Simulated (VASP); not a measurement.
Crystal: ScTlH6.

```xyz
8
Lattice="0.0000 3.6868 3.6868 3.6868 0.0000 3.6868 3.6868 3.6868 0.0000" Properties=species:S:1:pos:R:3 pbc="T T T"
Sc    3.6868    3.6868    3.6868
Tl    0.0000    0.0000    0.0000
H     1.8609    3.6868    3.6868
H     5.5127    3.6868    3.6868
H     3.6868    1.8609    3.6868
H     3.6868    5.5127    3.6868
H     3.6868    3.6868    1.8609
H     3.6868    3.6868    5.5127
```

| Property | Result |
| --- | --- |
| Program | VASP 6.6.1 |
| Task | relaxation of cell and atoms |
| Functional | PBEsol |
| Potentials or basis | VASP PAW PBE potentials, release 64 (Sc_sv, Tl_d, H) |
| Cutoff | 600 eV |
| k mesh | 6 × 6 × 6 |
| Occupations | fermi-dirac, width 0.03 eV |
| Spin | no spin polarisation |

At the start: pressure 10.2 GPa; volume 12.53 Å³/atom.

Q: How do energy, volume and symmetry change on relaxing?

A: Over 8 steps the energy falls by 68.6 meV/atom and the volume is 14.87 Å³/atom (+18.7 %); space group Fm-3m (No. 225, to 0.05 Å).

The path:
```
step  energy change (eV)  largest force (eV/Å)  pressure (GPa)  volume (Å³)
   1              0.0000                0.3442           10.17       100.23
   2             -0.4865                0.1324            2.82       112.21
   3             -0.5453                0.0259           -0.63       120.82
   4             -0.5485                0.0426           -0.09       119.26
   5             -0.5484                0.0471            0.05       118.86
   6             -0.5488                0.0212            0.09       118.78
   7             -0.5489                0.0038            0.11       118.73
   8             -0.5490                0.0009            0.04       118.96
```

Final structure:
```
Sc Tl H
1.0
     0.00000    3.90352    3.90352
     3.90352    0.00000    3.90352
     3.90352    3.90352    0.00000
Sc Tl H
1 1 6
Direct
  0.50000 0.50000 0.50000
  0.00000 0.00000 0.00000
  0.75156 0.24844 0.24844
  0.24844 0.75156 0.75156
  0.24844 0.75156 0.24844
  0.75156 0.24844 0.75156
  0.24844 0.24844 0.75156
  0.75156 0.75156 0.24844
```

Caveat: the volume moved by over 15 % at a fixed basis, so the end points are rough; the PAW data sets were made with another functional, which shifts forces and pressure a little.
